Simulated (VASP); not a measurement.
# TePb (P-6m2) in VASP: notebook

Runs on TePb. Level: PBE. Tasks: single point, relaxation of cell and atoms.

All numbers are computed with VASP 6.6.1; they aren't measurements. Logs are shortened: lines on timing, memory, paths and dates and some standing lists are left out, and cuts for length are marked.

## Step 1: The cell of the first run

The structure is hexagonal, space group P-6m2 (No. 187). Conventional cell: a = 4.459 Å, b = 4.459 Å, c = 4.186 Å, α = 90.00°, β = 90.00°, γ = 120.00°. Within 4.4 Å of Te (site symmetry -6m2) lie 6 Pb at 3.32 Å and 2 Te at 4.19 Å. Within 4.4 Å of Pb (site symmetry -6m2) lie 6 Te at 3.32 Å and 2 Pb at 4.19 Å.

## Step 2: Single point, PBE

INCAR reads:

```
SYSTEM = TePb
PREC = Accurate
ENCUT = 520
EDIFF = 1E-6
ISMEAR = 0
SIGMA = 0.1
LREAL = .False.
LASPH = .True.
NELM = 60
ALGO = Normal
ISIF = 2
LWAVE = .False.
LCHARG = .False.
GGA = PE
NBANDS = 17
```

KPOINTS reads:

```
Automatic mesh
0
Gamma
  12 12 14
  0 0 0
```

POSCAR reads:

```
TePb
1.0
    4.4585622746      0.0000000000      0.0000000000
   -2.2292811373      3.8612281942      0.0000000000
    0.0000000000      0.0000000000      4.1861819493
Te Pb
1 1
Direct
    0.0000000000      0.0000000000      0.0000000000
    0.6666666667      0.3333333333      0.5000000000
```

Potentials or basis: VASP PAW PBE potentials, release 64 (Te, Pb_d).

Command:

```sh
> cat potpaw_PBE.64/Te/POTCAR potpaw_PBE.64/Pb_d/POTCAR > POTCAR
> mpirun -np 1 vasp_std > vasp.out
```

OUTCAR:

```text
SYSTEM = TePb
   PREC = Accurate
   ENCUT = 520
   EDIFF = 1E-6
   ISMEAR = 0
   LREAL = .False.
   LASPH = .True.
   NELM = 60
   ISIF = 2
   GGA = PE

 ion  position               nearest neighbor table
   1  0.000  0.000  0.000-   2 3.32   2 3.32   2 3.32   2 3.32   2 3.32   2 3.32
   2  0.667  0.333  0.500-   1 3.32   1 3.32   1 3.32   1 3.32   1 3.32   1 3.32

  LATTYP: Found a hexagonal cell.
 ALAT       =     4.4585622746
 C/A-ratio  =     0.9389084847

  Lattice vectors:

 A1 = (   4.4585622746,   0.0000000000,   0.0000000000)
 A2 = (  -2.2292811373,   3.8612281942,   0.0000000000)
 A3 = (   0.0000000000,   0.0000000000,   4.1861819493)

Analysis of symmetry for initial positions (statically):
=====================================================================
 Subroutine PRICEL returns:
 Original cell was already a primitive cell.

 Routine SETGRP: Setting up the symmetry group for a
 hexagonal supercell.

 Subroutine GETGRP returns: Found 12 space group operations
 (whereof 12 operations were pure point group operations)
 out of a pool of 24 trial point group operations.

The static configuration has the point symmetry D_3h.

Analysis of symmetry for dynamics (positions and initial velocities):
=====================================================================
 Subroutine PRICEL returns:
 Original cell was already a primitive cell.

 Routine SETGRP: Setting up the symmetry group for a
 hexagonal supercell.

 Subroutine GETGRP returns: Found 12 space group operations
 (whereof 12 operations were pure point group operations)
 out of a pool of 24 trial point group operations.

The dynamic configuration has the point symmetry D_3h.

 Subroutine INISYM returns: Found 12 space group operations
 (whereof 12 operations are pure point group operations),
 and found     1 'primitive' translations

----------------------------------------------------------------------------------------

                                     Primitive cell

  volume of cell :      72.0673

  direct lattice vectors                    reciprocal lattice vectors
     4.458562275  0.000000000  0.000000000     0.224287548  0.129492476  0.000000000
    -2.229281137  3.861228194  0.000000000     0.000000000  0.258984952  0.000000000
     0.000000000  0.000000000  4.186181949     0.000000000  0.000000000  0.238881160

  length of vectors
[... 74 lines left out ...]
   ISTART =      0    job   : 0-new  1-cont  2-samecut
   ICHARG =      2    charge: 1-file 2-atom 10-const
   ISPIN  =      1    spin polarized calculation?
   LNONCOLLINEAR =      F non collinear calculations
   LSORBIT =      F    spin-orbit coupling
   LASPH  =      T    aspherical Exc in radial PAW
   ENCUT  =  520.0 eV  38.22 Ry    6.18 a.u.   8.29  8.29  7.78*2*pi/ulx,y,z
   NELM   =     60;   NELMIN=  2; NELMDL= -5     # of ELM steps
   EDIFF  = 0.1E-05   stopping-criterion for ELM
   LREAL  =      F    real-space projection
   EDIFFG = 0.1E-04   stopping-criterion for IOM
   NSW    =      0    number of steps for IOM
   IBRION =     -1    ionic relax: 0-MD 1-quasi-New 2-CG
   NFREE  =      0    steps in history (QN), initial steepest desc. (CG)
   ISIF   =      2    stress and relaxation
   ISYM   =      2    0-nonsym 1-usesym 2-fastsym
   POTIM  = 0.5000    time-step for ionic-motion
   TEBEG  =    0.0;   TEEND  =   0.0 temperature during run
   PSTRESS=    0.0 pullay stress
   NELECT =      20.0000    total number of electrons
   NUPDOWN=      -1.0000    fix difference up-down
   EMIN   =  10.00;   EMAX   =-10.00  energy-range for DOS
   EFERMI =   0.00;   METHOD = LEGACY
   ISMEAR =     0;   SIGMA  =   0.10  broadening in eV -4-tet -1-fermi 0-gaus
   EFERMI_NEDOS =   21; number of points for ismear=-14 and -15
   IALGO  =     38    algorithm
   IMIX   =      4    mixing-type and parameters
     AMIX     =   0.40;   BMIX     =  1.00
     AMIX_MAG =   1.60;   BMIX_MAG =  1.00
  volume/ion in A,a.u.               =      36.03       243.17
  Fermi-wavevector in a.u.,A,eV,Ry     =   1.067838  2.017921 15.514423  1.140278
  Thomas-Fermi vector in A             =   2.203467
   LORBIT       =      0    0 simple, 1 ext, 2 COOP (PROOUT), +10 PAW based schemes
   GGA     = PE    functional components
   LHFCALC =     F    Hartree Fock is set to
   AEXX    =    0.0000 exact exchange contribution
   IVDW    =     0    specifies the selected vdW correction
   LEPSILON=     F    determine dielectric tensor
   LRPA    =     F    only Hartree local field effects (RPA)
 non-spin polarized calculation
 Gauss-broadening in eV      SIGMA  =   0.10
  energy-cutoff  :      520.00
  volume of cell :       72.07
 maximum number of plane-waves:      1965
 NGX is ok and might be reduce to    36
   NGX = 17   NGY = 17   NGZ = 15

 number of electron      19.9999996 magnetization

 Free energy of the ion-electron system (eV)
  ---------------------------------------------------
  ext. energy  EPLUGINS =         0.00000000
  ---------------------------------------------------
  free energy    TOTEN  =        -7.28803194 eV

  energy without entropy =       -7.28485901  energy(sigma->0) =       -7.28644548

 E-fermi :   5.0003     XC(G=0):  -8.9900

 val. band max:        4.9954823247   @ k =   0.3333   0.2500   0.0000
 cond. band min:       5.0074175682   @ k =   0.0000   0.0000   0.5000
 fundamental gap:      0.0119352435
 Fermi energy:         5.0003463331

 k-point     1 :       0.0000    0.0000    0.0000
  band No.  band energies     occupation
      1     -11.8610      2.00000
      2     -11.8610      2.00000
      3     -11.8414      2.00000
      4     -11.8075      2.00000
      5     -11.8075      2.00000
      6      -6.6864      2.00000
[... 457 lines left out ...]
      4     -11.8196      2.00000
      5     -11.8104      2.00000
      6      -5.9172      2.00000
[... 9 lines left out ...]
     16      13.8789      0.00000
     17      14.0128      0.00000

 [... further k-points ...]
[... 5 lines left out ...]
  --------------------------------------------------------------------------------------
  -------------------------------------------------------------------------------------
  Total       -0.0206786     -0.0206786     -0.0154723      0.0000000      0.0000000      0.0000000
  in kB       -0.4597196     -0.4597196     -0.3439761      0.0000000      0.0000000      0.0000000
  external PRESSURE =      -0.4211384 kB  Pullay stress =       0.0000000 kB

 VOLUME and BASIS-vectors are now :
 -----------------------------------------------------------------------------
  energy-cutoff  :      520.00
  volume of cell :       72.07
      direct lattice vectors                 reciprocal lattice vectors
     4.458562275  0.000000000  0.000000000     0.224287548  0.129492476  0.000000000
    -2.229281137  3.861228194  0.000000000     0.000000000  0.258984952  0.000000000
     0.000000000  0.000000000  4.186181949     0.000000000  0.000000000  0.238881160

 POSITION                                       TOTAL-FORCE (eV/Angst)
 -----------------------------------------------------------------------------------
      0.00000      0.00000      0.00000        -0.000000      0.000000      0.000000
      2.22928      1.28708      2.09309         0.000000     -0.000000      0.000000
 -----------------------------------------------------------------------------------
    total drift:                               -0.000000      0.000000      0.000000

  FREE ENERGIE OF THE ION-ELECTRON SYSTEM (eV)
  ---------------------------------------------------
  free  energy   TOTEN  =        -7.2880319439 eV

  energy  without entropy=       -7.2848590120  energy(sigma->0) =       -7.28644548
```

OSZICAR:

```text
N       E                     dE             d eps       ncg     rms          rms(c)
DAV:   1     0.149376120788E+03    0.14938E+03   -0.90620E+03  5168   0.112E+03
DAV:   2     0.331807443676E+01   -0.14606E+03   -0.14169E+03  5468   0.290E+02
DAV:   3    -0.720800269362E+01   -0.10526E+02   -0.10349E+02  6751   0.829E+01
DAV:   4    -0.747999837256E+01   -0.27200E+00   -0.27180E+00  6385   0.154E+01
DAV:   5    -0.749163789590E+01   -0.11640E-01   -0.11639E-01  7568   0.303E+00    0.328E+00
DAV:   6    -0.729341044574E+01    0.19823E+00   -0.45442E-01  7404   0.415E+00    0.200E+00
DAV:   7    -0.728676128728E+01    0.66492E-02   -0.10100E-01  6395   0.139E+00    0.968E-01
DAV:   8    -0.728834668933E+01   -0.15854E-02   -0.14744E-02  6477   0.108E+00    0.147E-01
DAV:   9    -0.728794674433E+01    0.39994E-03   -0.41561E-03  7657   0.478E-01    0.536E-02
DAV:  10    -0.728799737385E+01   -0.50630E-04   -0.50258E-04  6140   0.151E-01    0.321E-02
DAV:  11    -0.728803135507E+01   -0.33981E-04   -0.73122E-05  6177   0.444E-02    0.170E-02
DAV:  12    -0.728803194392E+01   -0.58885E-06   -0.52556E-06  6275   0.141E-02
   1 F= -.72880319E+01 E0= -.72864455E+01  d E =-.317293E-02
```

stdout:

```text
POSCAR found type information on POSCAR TePb
 POSCAR found :  2 types and       2 ions
 scaLAPACK will be used
 LDA part: xc-table for (Slater+PW92), standard interpolation
 POSCAR, INCAR and KPOINTS ok, starting setup
 FFT: planning ... GRIDC
 FFT: planning ... GRID_SOFT
 FFT: planning ... GRID
 WAVECAR not read
 entering main loop
```

Wall time 1.7 min (1 thread of Intel Xeon 6975P-C, shared host); peak memory 0.33 GiB.

Results:

```
Free energy            : -7.2880 eV
Pressure               : 0.0 GPa
Band gap on the k mesh : zero (band 10 reaches 5.24 eV, above the bottom of band 11 at 4.56 eV)
```

Caveat: spin-orbit coupling is left out, which moves the levels of the heavy elements.

## Step 3: Relaxation of cell and atoms, PBE

INCAR reads:

```
SYSTEM = TePb
PREC     = Accurate       ! precision mode
ENCUT    = 600            ! plane-wave cutoff, eV
EDIFF    = 1E-6           ! SCF threshold, eV
ISMEAR   = 0              ! smearing method
SIGMA    = 0.1            ! smearing width, eV
LREAL    = .FALSE.        ! projectors in reciprocal space
LASPH    = .TRUE.         ! aspherical terms in the spheres
NELM     = 60             ! most SCF steps
ALGO     = Normal         ! electronic algorithm
ISIF     = 3              ! what is computed and relaxed
LWAVE    = .FALSE.        ! write WAVECAR
LCHARG   = .FALSE.        ! write CHGCAR
GGA      = PE             ! functional
IBRION   = 2              ! ionic algorithm
NSW      = 100            ! ionic steps
EDIFFG   = -0.01          ! ionic threshold
```

KPOINTS reads:

```
regular mesh
0
G
  12 12 14
  0 0 0
```

POSCAR is that of step 2.

Potentials or basis: VASP PAW PBE potentials, release 64 (Te, Pb_d).

Command:

```sh
> cat potpaw_PBE.64/Te/POTCAR potpaw_PBE.64/Pb_d/POTCAR > POTCAR
> mpirun -np 1 vasp_std > vasp.out
```

It took 2 min on 1 thread of Intel Xeon 6975P-C, shared host; peak memory 0.37 GiB.

Results (log left out):

```
Free energy             : -7.2880 eV
Pressure after relaxing : 0.0 GPa
Band gap on the k mesh  : zero (band 10 reaches 5.24 eV, above the bottom of band 11 at 4.56 eV)
```

Final structure:
```cif
data_structure
_symmetry_space_group_name_H-M 'P 1'
_symmetry_Int_Tables_number 1
_cell_length_a 4.4586
_cell_length_b 4.4586
_cell_length_c 4.1862
_cell_angle_alpha 90.000
_cell_angle_beta 90.000
_cell_angle_gamma 120.000
_cell_volume 72.07
loop_
_atom_site_label
_atom_site_type_symbol
_atom_site_fract_x
_atom_site_fract_y
_atom_site_fract_z
_atom_site_occupancy
Te1 Te 0.00000 0.00000 0.00000 1
Pb1 Pb 0.66667 0.33333 0.50000 1
```

Levels at points of the mesh, in eV from the Fermi level:
| k point | band 6 | band 7 | band 8 | band 9 | band 10 | band 11 | band 12 | band 13 | band 14 |
| --- | --- | --- | --- | --- | --- | --- | --- | --- | --- |
| (0.00, 0.00, 0.00) | -11.69 | -6.19 | -1.71 | -1.04 | -1.04 | 2.71 | 2.71 | 4.31 | 5.65 |
| (0.50, 0.00, 0.00) | -10.55 | -8.20 | -2.16 | -1.65 | -0.47 | 1.98 | 2.66 | 4.52 | 4.72 |
| (0.00, 0.00, 0.50) | -10.48 | -8.70 | -0.21 | -0.21 | 0.01 | 1.13 | 2.51 | 2.51 | 7.01 |
| (0.50, 0.00, 0.50) | -9.87 | -7.69 | -3.58 | -3.58 | -0.72 | 1.35 | 2.58 | 2.60 | 8.54 |

Caveat: the relaxation stopped at its first step, so nothing moved; spin-orbit coupling is left out, which moves the levels of the heavy elements.
